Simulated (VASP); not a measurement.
# Sn4SeS3 (Cmmm) in VASP: single point with PBE

Aim: the single point of Sn4SeS3 with PBE.

All numbers are computed with VASP 6.6.1; they aren't measurements. Logs are shortened: lines on timing, memory, paths and dates and some standing lists are left out, and cuts for length are marked.

### Step 1. The cell of the first run

The structure is orthorhombic, space group Cmmm (No. 65). Conventional cell: a = 8.347 Å, b = 11.807 Å, c = 4.176 Å, α = 90.00°, β = 90.00°, γ = 90.00°. Sn (site symmetry m2m) has 5 S at 2.91 to 2.95 Å and 1 Se at 2.99 Å within 3.8 Å. Within 3.8 Å of Sn (site symmetry 2mm) lie 4 S at 2.91 to 2.95 Å and 2 Se at 2.99 Å. Se (site symmetry mmm) has 6 Sn at 2.99 Å within 3.9 Å. S (site symmetry mmm) has 6 Sn at 2.91 Å within 3.8 Å. Within 3.9 Å of S (site symmetry 2/m) lie 6 Sn at 2.95 Å.

### Step 2. Single point, PBE

INCAR reads:

```
SYSTEM = Sn4SeS3
PREC = Accurate
ENCUT = 520
EDIFF = 1E-6
ISMEAR = 0
SIGMA = 0.02
LREAL = .False.
LASPH = .True.
NELM = 80
ALGO = Normal
ISIF = 2
LWAVE = .False.
LCHARG = .True.
GGA = PE
LELF = .True.
LVHAR = .True.
NBANDS = 50
```

KPOINTS reads:

```
regular mesh
0
Gamma
  6 6 8
  0 0 0
```

POSCAR reads:

```
Sn4SeS3
1.0
    4.1732779205     -5.9036927863      0.0000000000
    4.1732779205      5.9036927863      0.0000000000
    0.0000000000      0.0000000000      4.1755662257
Sn Se S
4 1 3
Direct
    0.2532237527      0.7467762473      0.0000000000
    0.7467762473      0.2532237527      0.0000000000
    0.2566861000      0.2566861000      0.5000000000
    0.7433139000      0.7433139000      0.5000000000
    0.0000000000      0.0000000000      0.0000000000
    0.5000000000      0.5000000000      0.0000000000
    0.0000000000      0.5000000000      0.5000000000
    0.5000000000      0.0000000000      0.5000000000
```

Potentials or basis: VASP PAW PBE potentials, release 64 (Sn_d, Se, S).

Started as:

```
cat potpaw_PBE.64/Sn_d/POTCAR potpaw_PBE.64/Se/POTCAR potpaw_PBE.64/S/POTCAR > POTCAR
mpirun -np 1 vasp_std > vasp.out
```

OUTCAR:

```text
SYSTEM = Sn4SeS3
   PREC = Accurate
   ENCUT = 520
   EDIFF = 1E-6
   ISMEAR = 0
   LREAL = .False.
   LASPH = .True.
   NELM = 80
   ISIF = 2
   GGA = PE

 ion  position               nearest neighbor table
   1  0.253  0.747  0.000-   6 2.91   7 2.95   8 2.95   7 2.95   8 2.95   5 2.99
   2  0.747  0.253  0.000-   6 2.91   7 2.95   8 2.95   7 2.95   8 2.95   5 2.99
   3  0.257  0.257  0.500-   6 2.91   6 2.91   8 2.95   7 2.95   5 2.99   5 2.99
   4  0.743  0.743  0.500-   6 2.91   6 2.91   8 2.95   7 2.95   5 2.99   5 2.99
   5  0.000  0.000  0.000-   1 2.99   2 2.99   3 2.99   4 2.99   3 2.99   4 2.99
   6  0.500  0.500  0.000-   3 2.91   4 2.91   3 2.91   4 2.91   1 2.91   2 2.91
   7  0.000  0.500  0.500-   1 2.95   2 2.95   1 2.95   2 2.95   3 2.95   4 2.95
   8  0.500  0.000  0.500-   1 2.95   2 2.95   1 2.95   2 2.95   3 2.95   4 2.95

  LATTYP: Found a base centered orthorhombic cell.
 ALAT       =     8.3465558410
 B/A-ratio  =     1.4146416555
 C/A-ratio  =     0.5002741616

  Lattice vectors:

 A1 = (   4.1732779205,  -5.9036927863,   0.0000000000)
 A2 = (   4.1732779205,   5.9036927863,   0.0000000000)
 A3 = (   0.0000000000,   0.0000000000,   4.1755662257)

Analysis of symmetry for initial positions (statically):
=====================================================================
 Subroutine PRICEL returns:
 Original cell was already a primitive cell.

 Routine SETGRP: Setting up the symmetry group for a
 base centered orthorhombic supercell.

 Subroutine GETGRP returns: Found  8 space group operations
 (whereof  8 operations were pure point group operations)
 out of a pool of  8 trial point group operations.

The static configuration has the point symmetry D_2h.

Analysis of symmetry for dynamics (positions and initial velocities):
=====================================================================
 Subroutine PRICEL returns:
 Original cell was already a primitive cell.

 Routine SETGRP: Setting up the symmetry group for a
 base centered orthorhombic supercell.

 Subroutine GETGRP returns: Found  8 space group operations
 (whereof  8 operations were pure point group operations)
 out of a pool of  8 trial point group operations.

The dynamic configuration has the point symmetry D_2h.

 Subroutine INISYM returns: Found  8 space group operations
 (whereof  8 operations are pure point group operations),
 and found     1 'primitive' translations

----------------------------------------------------------------------------------------

                                     Primitive cell

  volume of cell :     205.7531

  direct lattice vectors                    reciprocal lattice vectors
     4.173277921 -5.903692786  0.000000000     0.119809898 -0.084692754  0.000000000
     4.173277921  5.903692786  0.000000000     0.119809898  0.084692754  0.000000000
     0.000000000  0.000000000  4.175566226     0.000000000  0.000000000  0.239488478

  length of vectors
     7.229788179  7.229788179  4.175566226     0.146721757  0.146721757  0.239488478

  position of ions in fractional coordinates (direct lattice)
     0.253223753  0.746776247  0.000000000
     0.746776247  0.253223753  0.000000000
     0.256686100  0.256686100  0.500000000
     0.743313900  0.743313900  0.500000000
     0.000000000  0.000000000  0.000000000
     0.500000000  0.500000000  0.000000000
     0.000000000  0.500000000  0.500000000
     0.500000000  0.000000000  0.500000000

  ion indices of the primitive-cell ions
   primitive index   ion index
                 1           1
                 2           2
                 3           3
                 4           4
                 5           5
                 6           6
                 7           7
                 8           8

----------------------------------------------------------------------------------------

 KPOINTS: regular mesh

Automatic generation of k-mesh.
 Grid dimensions read from file:
 generate k-points for:    6    6    8

 Generating k-lattice:

  Cartesian coordinates                     Fractional coordinates (reciprocal lattice)
     0.019968316 -0.014115459  0.000000000     0.166666667  0.000000000  0.000000000
     0.019968316  0.014115459  0.000000000     0.000000000  0.166666667  0.000000000
     0.000000000  0.000000000  0.029936060     0.000000000  0.000000000  0.125000000

  Length of vectors
     0.024453626  0.024453626  0.029936060

  Shift w.r.t. Gamma in fractional coordinates (k-lattice)
     0.000000000  0.000000000  0.000000000

 Subroutine IBZKPT returns following result:
 ===========================================

 Found     65 irreducible k-points:

 Following reciprocal coordinates:
            Coordinates               Weight
  0.000000  0.000000  0.000000      1.000000
  0.166667  0.000000  0.000000      4.000000
  0.333333  0.000000  0.000000      4.000000
  0.500000  0.000000  0.000000      2.000000
  0.166667  0.166667  0.000000      2.000000
  0.333333  0.166667  0.000000      4.000000
[... 16 lines left out ...]
  0.333333  0.333333  0.125000      4.000000
  0.500000  0.333333  0.125000      8.000000
 [... further k-points ...]
   k-points           NKPTS =     65   k-points in BZ     NKDIM =     65   number of bands    NBANDS=     50
   number of dos      NEDOS =    301   number of ions     NIONS =      8
   total plane-waves  NPLWV =  93312
   dimension x,y,z NGX =    54 NGY =   54 NGZ =   32
   dimension x,y,z NGXF=   108 NGYF=  108 NGZF=   64
   ions per type =               4   1   3
   NGX,Y,Z   is equivalent  to a cutoff of  12.42, 12.42, 12.74 a.u.
   NGXF,Y,Z  is equivalent  to a cutoff of  24.83, 24.83, 25.48 a.u.
 SYSTEM =  Sn4SeS3
   PREC   = accura    normal or accurate (medium, high low for compatibility)
   ISTART =      0    job   : 0-new  1-cont  2-samecut
   ICHARG =      2    charge: 1-file 2-atom 10-const
   ISPIN  =      1    spin polarized calculation?
   LNONCOLLINEAR =      F non collinear calculations
   LSORBIT =      F    spin-orbit coupling
   LASPH  =      T    aspherical Exc in radial PAW
   ENCUT  =  520.0 eV  38.22 Ry    6.18 a.u.  13.44 13.44  7.76*2*pi/ulx,y,z
   NELM   =     80;   NELMIN=  2; NELMDL= -5     # of ELM steps
   EDIFF  = 0.1E-05   stopping-criterion for ELM
   LREAL  =      F    real-space projection
   EDIFFG = 0.1E-04   stopping-criterion for IOM
   NSW    =      0    number of steps for IOM
   IBRION =     -1    ionic relax: 0-MD 1-quasi-New 2-CG
   NFREE  =      0    steps in history (QN), initial steepest desc. (CG)
   ISIF   =      2    stress and relaxation
   ISYM   =      2    0-nonsym 1-usesym 2-fastsym
   POTIM  = 0.5000    time-step for ionic-motion
   TEBEG  =    0.0;   TEEND  =   0.0 temperature during run
   PSTRESS=    0.0 pullay stress
   NELECT =      80.0000    total number of electrons
   NUPDOWN=      -1.0000    fix difference up-down
   EMIN   =  10.00;   EMAX   =-10.00  energy-range for DOS
   EFERMI =   0.00;   METHOD = LEGACY
   ISMEAR =     0;   SIGMA  =   0.02  broadening in eV -4-tet -1-fermi 0-gaus
   EFERMI_NEDOS =   21; number of points for ismear=-14 and -15
   IALGO  =     38    algorithm
   IMIX   =      4    mixing-type and parameters
     AMIX     =   0.40;   BMIX     =  1.00
     AMIX_MAG =   1.60;   BMIX_MAG =  1.00
  volume/ion in A,a.u.               =      25.72       173.56
  Fermi-wavevector in a.u.,A,eV,Ry     =   1.194876  2.257987 19.425414  1.427728
  Thomas-Fermi vector in A             =   2.330855
   LORBIT       =      0    0 simple, 1 ext, 2 COOP (PROOUT), +10 PAW based schemes
   GGA     = PE    functional components
   LHFCALC =     F    Hartree Fock is set to
   AEXX    =    0.0000 exact exchange contribution
   IVDW    =     0    specifies the selected vdW correction
   LEPSILON=     F    determine dielectric tensor
   LRPA    =     F    only Hartree local field effects (RPA)
 non-spin polarized calculation
 Gauss-broadening in eV      SIGMA  =   0.02
  energy-cutoff  :      520.00
  volume of cell :      205.75
 maximum number of plane-waves:      5565
 NGX is ok and might be reduce to    54
   NGX = 27   NGY = 27   NGZ = 15

 number of electron      79.9999970 magnetization

 Free energy of the ion-electron system (eV)
  ---------------------------------------------------
  ext. energy  EPLUGINS =         0.00000000
  ---------------------------------------------------
  free energy    TOTEN  =       -34.50780203 eV

  energy without entropy =      -34.50780203  energy(sigma->0) =      -34.50780203

 E-fermi :   6.2760     XC(G=0):  -9.6490

 val. band max:        6.1201860538   @ k =   0.5000   0.5000   0.5000
 cond. band min:       6.4265463455   @ k =  -0.3333   0.3333   0.5000
 fundamental gap:      0.3063602918
 Fermi energy:         6.2760055853

 k-point     1 :       0.0000    0.0000    0.0000
  band No.  band energies     occupation
      1     -15.6156      2.00000
      2     -15.6025      2.00000
      3     -15.5993      2.00000
      4     -15.5954      2.00000
      5     -15.5945      2.00000
      6     -15.5928      2.00000
[... 42 lines left out ...]
     49      10.6264      0.00000
     50      10.6296      0.00000

 k-point     2 :       0.1667    0.0000    0.0000
  band No.  band energies     occupation
      1     -15.6139      2.00000
      2     -15.6015      2.00000
      3     -15.5996      2.00000
      4     -15.5947      2.00000
      5     -15.5934      2.00000
      6     -15.5924      2.00000
[... 42 lines left out ...]
     49      10.2193      0.00000
     50      10.2219      0.00000

 k-point     3 :       0.3333    0.0000    0.0000
  band No.  band energies     occupation
      1     -15.6095      2.00000
      2     -15.6011      2.00000
      3     -15.5987      2.00000
      4     -15.5931      2.00000
      5     -15.5917      2.00000
      6     -15.5913      2.00000
[... 1102 lines left out ...]
     49       9.9035      0.00000
     50       9.9689      0.00000

 k-point    24 :       0.5000    0.3333    0.1250
  band No.  band energies     occupation
      1     -15.6024      2.00000
      2     -15.6011      2.00000
      3     -15.5988      2.00000
      4     -15.5961      2.00000
      5     -15.5923      2.00000
      6     -15.5902      2.00000
[... 42 lines left out ...]
     49       9.7774      0.00000
     50       9.8488      0.00000

 [... further k-points ...]

------------------------ aborting loop because EDIFF is reached ----------------------------------------

  FORCE on cell =-STRESS in cart. coord.  units (eV):
  Direction    XX          YY          ZZ          XY          YZ          ZX
  --------------------------------------------------------------------------------------
  -------------------------------------------------------------------------------------
  Total       -0.0601594     -0.0587822     -0.0586441      0.0000000      0.0000000      0.0000000
  in kB       -0.4684549     -0.4577305     -0.4566552      0.0000000      0.0000000      0.0000000
  external PRESSURE =      -0.4609468 kB  Pullay stress =       0.0000000 kB

 VOLUME and BASIS-vectors are now :
 -----------------------------------------------------------------------------
  energy-cutoff  :      520.00
  volume of cell :      205.75
      direct lattice vectors                 reciprocal lattice vectors
     4.173277921 -5.903692786  0.000000000     0.119809898 -0.084692754  0.000000000
     4.173277921  5.903692786  0.000000000     0.119809898  0.084692754  0.000000000
     0.000000000  0.000000000  4.175566226     0.000000000  0.000000000  0.239488478

 POSITION                                       TOTAL-FORCE (eV/Angst)
 -----------------------------------------------------------------------------------
      4.17328      2.91378      0.00000         0.000000     -0.002382      0.000000
      4.17328     -2.91378      0.00000         0.000000      0.002382      0.000000
      2.14244      0.00000      2.08778         0.007516      0.000000      0.000000
      6.20411      0.00000      2.08778        -0.007516      0.000000     -0.000000
      0.00000      0.00000      0.00000         0.000000      0.000000      0.000000
      4.17328      0.00000      0.00000         0.000000      0.000000      0.000000
      2.08664      2.95185      2.08778         0.000000      0.000000      0.000000
      2.08664     -2.95185      2.08778        -0.000000      0.000000      0.000000
 -----------------------------------------------------------------------------------
    total drift:                                0.000000     -0.000000      0.000000

  FREE ENERGIE OF THE ION-ELECTRON SYSTEM (eV)
  ---------------------------------------------------
  free  energy   TOTEN  =       -34.5078020271 eV

  energy  without entropy=      -34.5078020271  energy(sigma->0) =      -34.50780203
```

Wall time 11 min (1 thread of Intel Xeon Platinum 8488C (Sapphire Rapids), shared host); peak memory 0.64 GiB.

What came out:

```
Free energy            : -34.5078 eV
Pressure               : 0.0 GPa
Largest force          : 0.008 eV/Å
Band gap on the k mesh : 0.31 eV (least direct gap 0.38 eV)
```

Forces on the atoms (eV/Å):
```
Sn   0.000 -0.002  0.000
Sn   0.000  0.002  0.000
Sn   0.008  0.000  0.000
Sn  -0.008  0.000  0.000
Se   0.000  0.000  0.000
S    0.000  0.000  0.000
S    0.000  0.000  0.000
S    0.000  0.000  0.000
```

Levels at points of the mesh, in eV from the valence-band top:
| k point | band 36 | band 37 | band 38 | band 39 | band 40 | band 41 | band 42 | band 43 | band 44 | band 45 |
| --- | --- | --- | --- | --- | --- | --- | --- | --- | --- | --- |
| (0.00, 0.00, 0.00) | -2.22 | -2.17 | -2.10 | -0.07 | -0.01 | 0.43 | 0.50 | 1.29 | 1.31 | 1.38 |
| (0.50, 0.00, 0.00) | -2.24 | -2.24 | -2.21 | -1.17 | -1.15 | 2.13 | 2.15 | 2.47 | 2.48 | 2.51 |
| (0.50, 0.50, 0.00) | -2.28 | -1.85 | -1.75 | -0.75 | -0.62 | 1.01 | 1.14 | 1.76 | 1.87 | 1.95 |
| (0.00, 0.00, 0.50) | -2.34 | -1.15 | -0.98 | -0.75 | -0.62 | 1.03 | 1.13 | 1.60 | 1.61 | 1.77 |
| (0.50, 0.00, 0.50) | -3.10 | -2.26 | -2.25 | -2.24 | -2.21 | 2.33 | 2.48 | 2.52 | 2.78 | 3.20 |
| (0.50, 0.50, 0.50) | -2.26 | -2.23 | -2.22 | -0.08 | 0.00 | 0.43 | 0.49 | 1.30 | 1.32 | 1.39 |

Caveat: semilocal functionals underestimate gaps, and a narrow one can read as zero; spin-orbit coupling is left out, which moves the levels of the heavy elements. A k mesh can miss the band edges.
